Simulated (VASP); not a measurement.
The system is Au2SeO2.

```xyz
5
Lattice="3.5594 0.0000 0.0000 -1.7797 3.0825 0.0000 0.0000 0.0000 6.3294" Properties=species:S:1:pos:R:3 pbc="T T T"
O    -0.0002    2.0551    3.9242
O     1.7799    1.0274    2.4052
Au   -0.0002    2.0551    1.8355
Au    1.7799    1.0274    4.4939
Se    0.0000    0.0000    0.0000
```

Base run:

| Property | Result |
| --- | --- |
| Program | VASP 6.6.1 |
| Functional | r2SCAN |
| Potentials or basis | VASP PAW PBE potentials, release 64 (O, Au, Se) |
| Cutoff | 520 eV |
| k mesh | 6 × 6 × 3 |
| Occupations | methfessel-paxton, width 0.025 eV |
| Spin | no spin polarisation |

Its results: band gap on the k mesh zero (bands 20 and 21 overlap by 0.47 eV); pressure 17.4 GPa; largest force 3.709 eV/Å.

The run is repeated on the same cell with these changes: occupations from methfessel-paxton, width 0.025 eV to fermi-dirac, width 0.1385 eV; further incar settings from ALGO = Normal; EDIFF = 1e-07; NBANDS = 28 to ALGO = Normal; EDIFF = 1e-06; NBANDS = 28. What comes out?

Band gap on the k mesh zero (bands 20 and 21 overlap by 0.47 eV); pressure 17.8 GPa; largest force 3.705 eV/Å.

Caveats: the cell stands under pressure; the PAW data sets were made with another functional, which shifts forces and pressure a little; spin-orbit coupling is left out, which moves the levels of the heavy elements.
